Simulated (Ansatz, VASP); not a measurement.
## TaN in VASP and in Ansatz

```
Ta N
1.0
     5.35179    0.00000    0.00000
    -2.67589    4.63478    0.00000
     0.00000    0.00000    2.74659
Ta N
3 3
Direct
  0.00000 0.00000 0.00000
  0.33333 0.66667 0.50000
  0.66667 0.33333 0.50000
  0.50000 0.00000 0.00000
  0.50000 0.50000 0.00000
  0.00000 0.50000 0.00000
```

Alike in both runs: task single point; functional PBEsol; k mesh 12 × 12 × 18; occupations gaussian, width 0.15 eV; no spin polarisation.

|  | VASP | Ansatz |
| --- | --- | --- |
| version | VASP 6.6.1 | Ansatz 0.2.0 |
| potentials or method | VASP PAW PBE potentials, release 64 (Ta_pv, N), cutoff 520 eV | scalar-relativistic, plane waves, PAW |
| valence electrons in the cell | 48 | 54 |

VASP gave:

| Item | Value |
| --- | --- |
| gap on the k mesh at the Fermi level (eV) | none |
| pressure (GPa) | 9.4 |
| traceless stress, the component that is largest in VASP (GPa) | 28.60 |

Q: What did Ansatz give for the same quantities?

A: gap on the k mesh at the Fermi level (eV): none; pressure (GPa): 8.4; traceless stress, the component that is largest in VASP (GPa): 28.34.

VASP's potentials were made for PBE, not for PBEsol. A gap of «none» marks a metal or a gap that the smearing closes. The functional is the same, so the differences come from potentials, cutoffs and numerics. VASP's potentials hold 48 valence electrons a cell and Ansatz's 54, so a difference there can come from the potentials and not from the codes.

Spin-orbit coupling is off throughout.
